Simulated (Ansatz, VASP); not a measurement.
## HfSi5 in VASP and in Ansatz

```
Hf Si
1.0
     0.00000    3.54328    3.54328
     3.54328    0.00000    3.54328
     3.54328    3.54328    0.00000
Hf Si
1 5
Direct
  0.50000 0.50000 0.50000
  0.12468 0.12468 0.62597
  0.12468 0.62597 0.12468
  0.75000 0.75000 0.75000
  0.12468 0.12468 0.12468
  0.62597 0.12468 0.12468
```

Change from the starting cell: species swapped into the HfNi5 type (F-43m, No. 216).

Alike in both runs: task relaxation of cell and atoms; functional PBE; k mesh 10 × 10 × 10; occupations gaussian, width 0.1 eV; no spin polarisation.

|  | VASP | Ansatz |
| --- | --- | --- |
| version | VASP 6.6.1 | Ansatz 0.2.0 |
| potentials or method | VASP PAW PBE potentials, release 64 (Hf_pv, Si), cutoff 600 eV | scalar-relativistic, plane waves, PAW |
| valence electrons in the cell | 30 | 46 |

|  | VASP | Ansatz | Ansatz less VASP |
| --- | --- | --- | --- |
| gap on the k mesh at the Fermi level, each at its own relaxed structure (eV) | none | none | - |
| relaxed volume (Å³/atom) | 14.94 | 14.97 | +0.027 |
| relaxed length of the cell vector where the two differ most in proportion (Å) | 5.024 | 5.027 | +0.0030 |

A gap of «none» marks a metal or a gap that the smearing closes. VASP's potentials hold 30 valence electrons a cell and Ansatz's 46, so a difference there can come from the potentials and not from the codes.

Neither program's run includes spin-orbit coupling.
